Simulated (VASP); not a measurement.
Here is a VASP 6.6.1 calculation.

Contents of INCAR:

```
SYSTEM = Bi
ALGO = Normal ; EDIFF = 1E-6
ENCUT = 500 ; GGA = RP
GGA_COMPAT = .FALSE. ; ISIF = 2
ISMEAR = -1 ; IVDW = 12
LASPH = .TRUE. ; LCHARG = .FALSE.
LREAL = .FALSE. ; LWAVE = .FALSE.
NBANDS = 14 ; NELM = 120
PREC = Accurate ; SIGMA = 0.1
```

The input KPOINTS:

```
k-points
0
G
  8 8 8
  0 0 0
```

The input POSCAR:

```
Bi
1.0
   -2.0152090000      2.0054240000      2.0178650000
    1.9859840000     -1.9920320000      1.9752480000
    1.9641640000      1.9409870000     -2.0044730000
Bi
1
Direct
   -0.0044180000     -0.0002230000     -0.0056690000
```

Potentials or basis: VASP PAW PBE potentials, release 64 (Bi_d).

Launch:

```sh
$ cat potpaw_PBE.64/Bi_d/POTCAR > POTCAR
$ mpirun -np 1 vasp_std > vasp.out
```

Q: Estimate the pressure.

A: -20.8 GPa.

Q: What does it give for the dispersion energy per atom?

A: -2.637 eV.

Stress tensor (GPa, compression positive):
```
-20.68   0.03   0.02
  0.03 -20.66   0.05
  0.02   0.05 -20.98
```

Caveat: the cell differs from its parent crystal (the cell strained at random); the PAW data sets were made with another functional, which shifts forces and pressure a little; pairwise dispersion overbinds metals, which lowers pressure and volume.
